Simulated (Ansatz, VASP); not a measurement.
Given: the input of a run of VASP 6.6.1 on As.

File POSCAR:

```
As
1.0
    1.7877446484     -5.3877235979      0.0000000000
    1.7877446484      5.3877235979      0.0000000000
    0.0000000000      0.0000000000      4.3787499060
As
4
Direct
    0.3900000000      0.6100000000      0.5600000000
    0.8900000000      0.1100000000      0.9400000000
    0.6100000000      0.3900000000      0.4400000000
    0.1100000000      0.8900000000      0.0600000000
```

INCAR.step1

```
SYSTEM = As
PREC     = Accurate       ! precision mode
ENCUT    = 520            ! plane-wave cutoff, eV
ISMEAR   = -1             ! smearing method
SIGMA    = 0.05           ! smearing width, eV
LREAL    = .FALSE.        ! projectors in reciprocal space
LASPH    = .TRUE.         ! aspherical terms in the spheres
NELM     = 60             ! most SCF steps
NBANDS   = 18             ! bands
GGA      = PE             ! functional
ALGO     = Normal         ! electronic algorithm
EDIFF    = 1E-4           ! SCF threshold, eV
LWAVE    = .TRUE.         ! write WAVECAR
LCHARG   = .FALSE.        ! write CHGCAR
```

INCAR.step2

```
SYSTEM = As
PREC     = Accurate       ! precision mode
ENCUT    = 520            ! plane-wave cutoff, eV
EDIFF    = 1E-6           ! SCF threshold, eV
ISMEAR   = -1             ! smearing method
SIGMA    = 0.05           ! smearing width, eV
LREAL    = .FALSE.        ! projectors in reciprocal space
LASPH    = .TRUE.         ! aspherical terms in the spheres
NELM     = 60             ! most SCF steps
ALGO     = Normal         ! electronic algorithm
ISIF     = 2              ! what is computed and relaxed
LWAVE    = .FALSE.        ! write WAVECAR
LCHARG   = .FALSE.        ! write CHGCAR
METAGGA  = R2SCAN         ! meta-GGA
LMIXTAU  = .TRUE.       
NBANDS   = 18             ! bands
ISTART   = 1
```

Contents of KPOINTS:

```
Automatic mesh
0
G
  8 8 6
  0 0 0
```

Potentials or basis: VASP PAW PBE potentials, release 64 (As).

Run with:

```bash
$ cat potpaw_PBE.64/As/POTCAR > POTCAR
$ cp INCAR.step1 INCAR
$ mpirun -np 1 vasp_std > vasp.out
$ cp INCAR.step2 INCAR
$ mpirun -np 1 vasp_std > vasp.out
```

Set up the same calculation for Ansatz 0.2.0. Potentials there: Ansatz PAW.

As run (the cutoff follows the program's own potentials):

input.yaml

```yaml
crystal:
  lattice:
    - [1.7877446484, -5.3877235979, 0.0]
    - [1.7877446484, 5.3877235979, 0.0]
    - [0.0, 0.0, 4.378749906]
  atoms:
    - { symbol: As, position: [0.39, 0.61, 0.56] }
    - { symbol: As, position: [0.89, 0.11, 0.94] }
    - { symbol: As, position: [0.61, 0.39, 0.44] }
    - { symbol: As, position: [0.11, 0.89, 0.06] }
hamiltonian:
  xc: r2scan
  pseudopotentials: { kind: paw }
kpoints:
  mp_grid: { grid: [8, 8, 6] }
scf:
  occupations: { method: fermi_dirac, width: 0.05 }
output:
  forces: true
  stress: true
  eigenvalues: true
```

Potentials or basis: Ansatz PAW.

The run is started by

```bash
$ ansatz run input.yaml --threads 1 --pin off --max-ram 3584MiB --backend cpu --events-out ev --progress --plain --runs-dir out
```

Both were run:

|  | VASP | Ansatz | Ansatz less VASP |
| --- | --- | --- | --- |
| gap on the k mesh at the Fermi level (eV) | 0.13 | 0.13 | +0.004 |
| least direct gap on the mesh (eV) | 0.20 | 0.20 | +0.004 |
| pressure (GPa) | 6.9 | 6.7 | -0.18 |
| traceless stress, the component that is largest in VASP (GPa) | 1.28 | 1.32 | +0.045 |
| rms of the force components (eV/Å) | 0.161 | 0.143 | -0.0178 |

VASP's potentials were made for PBE, not for r2SCAN. Atom by atom the forces differ by 0.028 eV/Å (rms over components). VASP's potentials hold 20 valence electrons a cell and Ansatz's 60, so a difference there can come from the potentials and not from the codes.
